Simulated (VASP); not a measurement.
# H14C4O in VASP: a series of runs, part 2 of 2

VASP 6.6.1. Earlier steps stand in the parts before.

## 3. Single point, PBE

INCAR

```
PREC = Accurate
ENCUT = 520
EDIFF = 1E-7
ISMEAR = -1
SIGMA = 0.05
LREAL = Auto
LASPH = True
NELM = 80
ALGO = Normal
ISIF = 2
LWAVE = False
LCHARG = True
GGA = PE
LELF = True
LVHAR = True
NBANDS = 61
```

KPOINTS

```
Automatic mesh
0
Gamma
  1 1 1
```

POSCAR

```
H14C4O
1.0
    7.5361220000      0.0000000000      0.0000000000
    0.0000000000      7.5361220000      0.0000000000
    0.0000000000      0.0000000000      7.5361220000
O H C
2 28 8
Direct
    0.6674520397      1.1179224540      0.7848333666
    0.7200387679      0.3543201663      1.0921930404
    0.6703845824      0.9888242255      0.8056663626
    0.7610810971      1.1299445524      0.6929293342
    0.6388696998      0.4514656212      1.0804363305
    0.7173981525      0.2895919148      0.9757936509
    0.2775565470     -0.0035031280      0.1768283475
    0.1421288031      0.1149928305      0.3252999354
    0.0611455069     -0.0323110480      0.1634394985
   -0.0077891520      0.2809667890      0.0597522174
    0.2288577600      0.3035778879      0.0609597350
    0.1540712849      0.1605069557     -0.0937617517
    0.7897430535      0.6676245422      0.7435521877
    0.6213407904      0.5281628933      0.6643469944
    0.8187765538      0.5417507838      0.5551794411
    0.5685815596      0.7636951737      0.4080082568
    0.5375178374      0.8317540507      0.6368527473
    0.7410840748      0.8856677214      0.5077943271
    0.4494752075      0.6375162186      1.2034837016
    0.5734116300      0.6714594058      1.0013903703
    0.4480951874      0.8510212547      1.0950990443
    0.2759774855      0.7177298881      0.8272955241
    0.3229379779      0.4983730359      0.9183237745
    0.1552655331      0.6449470961      1.0293490472
    0.0501849625      0.5774720738      0.2998889880
    0.0731410665      0.6804560754      0.5138584540
    0.2399642681      0.7178758518      0.3543997828
    0.3493972099      0.5172554266      0.5667901873
    0.1596975208      0.3874406492      0.5893614780
    0.3020651736      0.3728442825      0.3861933233
    0.1536466634      0.0697042856      0.1894741088
    0.1210834963      0.2102407578      0.0410025209
    0.7319016332      0.6194830710      0.6263566328
    0.6446817076      0.7803748400      0.5389907435
    0.4485994255      0.7035448736      1.0748100946
    0.2931879288      0.6334026970      0.9490690305
    0.1447959574      0.6288380151      0.4076234435
    0.2419944900      0.4657700605      0.4834316642
```

Potentials or basis: VASP PAW PBE potentials, release 64 (O, H, C).

On the command line:

```console
$ cat potpaw_PBE.64/O/POTCAR potpaw_PBE.64/H/POTCAR potpaw_PBE.64/C/POTCAR > POTCAR
$ mpirun -np 1 vasp_gam > vasp.out
```

OUTCAR:

```text
PREC = Accurate
   ENCUT = 520
   EDIFF = 1E-7
   ISMEAR = -1
   LREAL = Auto
   LASPH = True
   NELM = 80
   ISIF = 2
   GGA = PE

 ion  position               nearest neighbor table
   1  0.667  0.118  0.785-   3 0.99   4 0.99
   2  0.720  0.354  0.092-   5 0.96   6 1.00
   3  0.670  0.989  0.806-   1 0.99
   4  0.761  0.130  0.693-   1 0.99
   5  0.639  0.451  0.080-   2 0.96
   6  0.717  0.290  0.976-   2 1.00
   7  0.278  0.996  0.177-  31 1.09
   8  0.142  0.115  0.325-  31 1.08
[... 20 lines left out ...]
  29  0.160  0.387  0.589-  38 1.17
  30  0.302  0.373  0.386-  38 1.11
  31  0.154  0.070  0.189-   9 1.06   8 1.08   7 1.09  32 1.56
  32  0.121  0.210  0.041-  11 1.08  12 1.11  10 1.12  31 1.56
  33  0.732  0.619  0.626-  15 1.03  13 1.05  14 1.12  34 1.53
  34  0.645  0.780  0.539-  18 1.10  16 1.15  17 1.16  33 1.53
  35  0.449  0.704  0.075-  19 1.09  20 1.12  21 1.12  36 1.60
  36  0.293  0.633  0.949-  23 1.07  22 1.12  24 1.21  35 1.60
  37  0.145  0.629  0.408-  26 1.04  27 1.06  25 1.15  38 1.54
  38  0.242  0.466  0.483-  28 1.10  30 1.11  29 1.17  37 1.54

  LATTYP: Found a simple cubic cell.
 ALAT       =     7.5361220000

  Lattice vectors:

 A1 = (   7.5361220000,   0.0000000000,   0.0000000000)
 A2 = (   0.0000000000,   7.5361220000,   0.0000000000)
 A3 = (   0.0000000000,   0.0000000000,   7.5361220000)

Analysis of symmetry for initial positions (statically):
=====================================================================
 Subroutine PRICEL returns:
 Original cell was already a primitive cell.

 Routine SETGRP: Setting up the symmetry group for a
 simple cubic supercell.

 Subroutine GETGRP returns: Found  1 space group operations
 (whereof  1 operations were pure point group operations)
 out of a pool of 48 trial point group operations.

The static configuration has the point symmetry C_1 .
[... 180 lines left out ...]
     AMIX     =   0.40;   BMIX     =  1.00
     AMIX_MAG =   1.60;   BMIX_MAG =  1.00
  volume/ion in A,a.u.               =      11.26        76.01
  Fermi-wavevector in a.u.,A,eV,Ry     =   0.903728  1.707798 11.112209  0.816724
  Thomas-Fermi vector in A             =   2.027089
   LORBIT       =      0    0 simple, 1 ext, 2 COOP (PROOUT), +10 PAW based schemes
   GGA     = PE    functional components
   LHFCALC =     F    Hartree Fock is set to
   AEXX    =    0.0000 exact exchange contribution
   IVDW    =     0    specifies the selected vdW correction
   LEPSILON=     F    determine dielectric tensor
   LRPA    =     F    only Hartree local field effects (RPA)
 non-spin polarized calculation
  energy-cutoff  :      520.00
  volume of cell :      428.00
 maximum number of plane-waves:      5757
   NGX = 29   NGY = 29   NGZ = 29

 number of electron      72.0000004 magnetization

 Free energy of the ion-electron system (eV)
  ---------------------------------------------------
  ext. energy  EPLUGINS =         0.00000000
  ---------------------------------------------------
  free energy    TOTEN  =      -189.10208457 eV

  energy without entropy =     -189.10208457  energy(sigma->0) =     -189.10208457

 E-fermi :  -2.6918     XC(G=0):  -6.0516

 val. band max:       -3.9745874936   @ k =   0.0000   0.0000   0.0000
 cond. band min:       0.9831729594   @ k =   0.0000   0.0000   0.0000
 fundamental gap:      4.9577604530
 Fermi energy:        -2.6918434802

 k-point     1 :       0.0000    0.0000    0.0000
  band No.  band energies     occupation
      1     -23.0167      2.00000
      2     -21.9390      2.00000
      3     -16.3305      2.00000
      4     -16.0284      2.00000
      5     -15.8007      2.00000
      6     -15.5746      2.00000
[... 40 lines left out ...]
     47       4.6825      0.00000
     48       4.8073      0.00000
 [bands above 48 left out]

------------------------ aborting loop because EDIFF is reached ----------------------------------------

  FORCE on cell =-STRESS in cart. coord.  units (eV):
  Direction    XX          YY          ZZ          XY          YZ          ZX
  --------------------------------------------------------------------------------------
  -------------------------------------------------------------------------------------
  Total       -0.7737205      3.4055283     -3.8567032      0.6097773      1.4894277     -0.1995749
  in kB       -2.8963491     12.7482719    -14.4372021      2.2826434      5.5755310     -0.7470898
  external PRESSURE =      -1.5284265 kB  Pullay stress =       0.0000000 kB

 VOLUME and BASIS-vectors are now :
 -----------------------------------------------------------------------------
  energy-cutoff  :      520.00
  volume of cell :      428.00
      direct lattice vectors                 reciprocal lattice vectors
     7.536122000  0.000000000  0.000000000     0.132694242  0.000000000  0.000000000
     0.000000000  7.536122000  0.000000000     0.000000000  0.132694242  0.000000000
     0.000000000  0.000000000  7.536122000     0.000000000  0.000000000  0.132694242

 POSITION                                       TOTAL-FORCE (eV/Angst)
 -----------------------------------------------------------------------------------
      5.03000      0.88868      5.91460         0.931081     -0.328624     -0.461618
      5.42630      2.67020      0.69478         0.499880     -0.980135     -0.687846
      5.05210      7.45190      6.07160        -0.177431      0.592439      0.087188
      5.73560      0.97928      5.22200        -0.677332      0.122470      0.519519
      4.81460      3.40230      0.60618        -0.435764      0.461980     -0.116445
      5.40640      2.18240      7.35370        -0.245394      0.338210      0.870515
[... 30 lines left out ...]
      1.09120      4.73900      3.07190        -0.472535     -3.291392     -1.621463
      1.82370      3.51010      3.64320        -0.245988     -0.637363      1.550114
 -----------------------------------------------------------------------------------
    total drift:                                0.013106     -0.013321      0.010980

  FREE ENERGIE OF THE ION-ELECTRON SYSTEM (eV)
  ---------------------------------------------------
  free  energy   TOTEN  =      -189.1020845657 eV

  energy  without entropy=     -189.1020845657  energy(sigma->0) =     -189.10208457
```

OSZICAR:

```text
N       E                     dE             d eps       ncg     rms          rms(c)
DAV:   1     0.465620611676E+03    0.46562E+03   -0.33461E+04   122   0.102E+03
DAV:   2    -0.145315726808E+03   -0.61094E+03   -0.58638E+03   167   0.240E+02
DAV:   3    -0.209369782872E+03   -0.64054E+02   -0.63702E+02   164   0.810E+01
[... 11 lines left out ...]
DAV:  15    -0.189102085922E+03   -0.11239E-05   -0.22128E-05   164   0.204E-02    0.680E-03
DAV:  16    -0.189102084868E+03    0.10538E-05   -0.48372E-06   156   0.113E-02    0.226E-03
DAV:  17    -0.189102084793E+03    0.75086E-07   -0.15635E-06   156   0.506E-03    0.181E-03
DAV:  18    -0.189102084593E+03    0.20018E-06   -0.43476E-07   148   0.294E-03    0.840E-04
DAV:  19    -0.189102084566E+03    0.26918E-07   -0.11649E-07   100   0.142E-03
   1 F= -.18910208E+03 E0= -.18910208E+03  d E =-.192312E-10
```

stdout:

```text
POSCAR found type information on POSCAR O H C
 POSCAR found :  3 types and      38 ions
 scaLAPACK will be used
 LDA part: xc-table for (Slater+PW92), standard interpolation
 POSCAR, INCAR and KPOINTS ok, starting setup
 FFT: planning ... GRIDC
 FFT: planning ... GRID_SOFT
 FFT: planning ... GRID
 WAVECAR not read
 entering main loop
```

It took 2.5 min on 1 thread of Intel Xeon 8259CL, shared host; peak memory 0.39 GiB.

Results:

| Property | Result |
| --- | --- |
| Free energy | -189.1021 eV |
| Pressure | -0.2 GPa |
| Largest force | 3.699 eV/Å |
| Band gap on the k mesh | 4.96 eV |

Forces in eV/Å, atoms in the order of the input:
```
O    0.931 -0.329 -0.462
O    0.500 -0.980 -0.688
H   -0.177  0.592  0.087
H   -0.677  0.122  0.520
H   -0.436  0.462 -0.116
H   -0.245  0.338  0.871
H    0.531  0.444 -0.058
H   -0.191  0.389  0.268
H   -1.328 -1.202  0.311
H    0.635 -0.501 -0.438
H    0.034  0.725  0.019
H   -0.745 -0.204  0.268
H    0.979  0.217  1.549
H    0.465  0.189  0.092
H    1.729 -1.000 -1.597
H    0.813 -0.335  1.255
H    1.163 -0.256 -1.104
H   -0.054  0.079  0.204
H   -0.027 -0.147  0.025
H   -0.146  0.257  0.452
H   -0.054 -0.814 -0.095
H    0.333 -0.543  0.612
H   -0.183 -0.816 -0.435
H    2.096 -0.425 -1.378
H    0.662  0.860  0.882
H   -1.100  1.255  1.203
H    0.412  0.930 -0.445
H    0.346 -0.104 -0.012
H    0.642  0.712 -1.593
H   -0.351  0.294  0.230
C   -0.096  0.229 -1.425
C    1.051 -0.047  1.179
C   -3.520  0.381  0.121
C   -1.560  0.491 -0.552
C   -0.318  0.243 -1.866
C   -1.393  2.425  2.190
C   -0.473 -3.291 -1.621
C   -0.246 -0.637  1.550
```

Levels at points of the mesh, in eV from the valence-band top:
```csv
k point,band 33,band 34,band 35,band 36,band 37,band 38,band 39,band 40
"(0.00, 0.00, 0.00)",-1.14,-0.95,-0.82,0.00,4.96,6.78,6.94,7.08
```

Caveat: the k points lie up to 0.83 Å⁻¹ apart; the atoms stand as in a frame of molecular dynamics.

## 4. Single point, PBE

INCAR

```
PREC     = Accurate       # precision mode
ENCUT    = 520            # plane-wave cutoff, eV
EDIFF    = 1E-6           # SCF threshold, eV
ISMEAR   = -1             # smearing method
SIGMA    = 0.05           # smearing width, eV
LREAL    = Auto         
LASPH    = True           # aspherical terms in the spheres
NELM     = 80             # most SCF steps
ALGO     = Normal         # electronic algorithm
ISIF     = 2              # what is computed and relaxed
LWAVE    = False          # write WAVECAR
LCHARG   = True           # write CHGCAR
GGA      = PE             # functional
LELF     = True           # ELF
LVHAR    = True         
NBANDS   = 61             # bands
```

KPOINTS

```
regular mesh
0
Gamma
  1 1 1
```

POSCAR

```
H14C4O
1.0
    7.5361220000      0.0000000000      0.0000000000
    0.0000000000      7.5361220000      0.0000000000
    0.0000000000      0.0000000000      7.5361220000
O H C
2 28 8
Direct
    0.6360167736      1.1638744702      0.7583210569
    0.6268476015      0.3247426196      1.1159453098
    0.5890297424      1.0924849677      0.6664568328
    0.7563704515      1.1380654400      0.7617711072
    0.7077645505      0.4258025547      1.0934669051
    0.6206640498      0.2806085146      0.9926988974
    0.2885170914      0.0587835494      0.2699929752
    0.0919969183      0.1433097819      0.3171790478
    0.1184561503     -0.0741362733      0.2194231994
    0.0188691213      0.2246248137      0.0194927842
    0.2465060942      0.2742391909      0.0336114516
    0.1937468634      0.0761930340     -0.0730481805
    0.8208863922      0.6951718669      0.7575646997
    0.6546868535      0.5362307033      0.7217107154
    0.8467485001      0.5508270699      0.6006670274
    0.6252154623      0.6757188910      0.4068803557
    0.5323560314      0.8240843235      0.5600360504
    0.7793132861      0.8268310943      0.4710910996
    0.5069716228      0.6656075897      1.1556208883
    0.6108579452      0.7275094538      0.9567785660
    0.4674420080      0.8794974391      1.0820419308
    0.2852660825      0.7587058702      0.8101646974
    0.3194215805      0.5420029028      0.8832924945
    0.1712153811      0.6952116752      1.0059417828
    0.0459254773      0.6026176328      0.3456817711
    0.1090879367      0.6696547641      0.5708373617
    0.2484036219      0.7166019871      0.3982419605
    0.3528074519      0.4566672355      0.5772730325
    0.1436680563      0.3294930735      0.5154773237
    0.3082752641      0.3918062898      0.3505914580
    0.1531158864      0.0617293616      0.2185076091
    0.1523329904      0.1622054420      0.0347260833
    0.7488201491      0.6277764612      0.6569691945
    0.6658597087      0.7580822073      0.5266899872
    0.4841084048      0.7423048618      1.0300788655
    0.3127205212      0.6798456819      0.9309562664
    0.1530628087      0.6181163203      0.4485463478
    0.2473420680      0.4388862070      0.4745013417
```

On the command line:

```console
$ cat potpaw_PBE.64/O/POTCAR potpaw_PBE.64/H/POTCAR potpaw_PBE.64/C/POTCAR > POTCAR
$ mpirun -np 1 vasp_gam > vasp.out
```

Wall time 2.3 min (1 thread of Intel Xeon 8259CL, shared host); peak memory 0.39 GiB.

The run converged. Its results:

```yaml
Free_energy: -189.2272 eV
Pressure: -0.1 GPa
Largest_force: 2.744 eV/Å
Band_gap_on_the_k_mesh: 5.11 eV
```

Forces in eV/Å, atoms in the order of the input:
```
O   -1.763  1.386  1.007
O    0.838  0.664 -0.902
H   -0.605 -0.788 -1.014
H    2.494 -0.559  0.046
H   -0.474 -0.394  0.594
H   -0.408 -0.390  0.316
H    0.582 -0.014 -0.124
H   -1.063  0.103  0.558
H   -1.067 -1.088 -0.205
H    0.392 -0.537 -0.462
H   -0.021 -0.185  0.277
H   -0.310 -0.248 -0.416
H    0.390  0.821  1.226
H    0.009  0.180 -0.151
H    1.514 -1.500 -1.556
H    0.084  0.446  0.699
H    1.771 -0.082  0.128
H   -0.235  1.386 -0.034
H   -0.365  0.023 -0.652
H   -0.633  0.258 -0.158
H    0.227 -0.238 -0.589
H    0.413  0.069  0.114
H    0.101  0.003  0.278
H    2.515 -0.291 -0.602
H    0.358  0.328  0.767
H   -0.899  0.443  1.164
H    0.003 -0.047 -0.173
H   -0.455 -0.487 -0.355
H    1.456  1.364 -0.198
H    0.076  0.079  0.114
C    1.818  1.732 -1.106
C   -0.507  0.171  1.398
C   -2.397  0.600  1.121
C   -1.176 -1.905 -1.470
C   -0.848 -0.171  1.224
C   -1.470  0.501  0.453
C    0.639 -0.917 -1.966
C   -0.985 -0.716  0.648
```

Stress tensor (GPa, compression positive):
```
-1.44 -0.39 -0.31
-0.39  0.69  1.05
-0.31  1.05  0.56
```

Levels at points of the mesh, in eV from the valence-band top:
```csv
k point,band 33,band 34,band 35,band 36,band 37,band 38,band 39,band 40
"(0.00, 0.00, 0.00)",-1.03,-1.02,-0.88,0.00,5.11,6.67,6.90,7.00
```

Caveat: the k points lie up to 0.83 Å⁻¹ apart; the atoms stand as in a frame of molecular dynamics.

## 5. The runs side by side

```csv
cell,gap on the mesh (eV),pressure (GPa),largest force (eV/Å)
"as given, atomic positions A",4.74,0.0,3.25
"as given, atomic positions B",4.96,-0.2,3.70
"as given, atomic positions C",5.11,-0.1,2.74
```

Alike in all rows: task single point; level PBE; potentials or basis VASP PAW PBE potentials, release 64 (O, H, C); no spin polarisation; k mesh 1 × 1 × 1; cutoff (eV) 520; smearing fermi-dirac 0.05 eV.

Caveats: all runs use coarse meshes; the atoms stand as in a frame of molecular dynamics.

Total energies depend on the potentials used, so only differences within one code and one set of settings carry meaning.
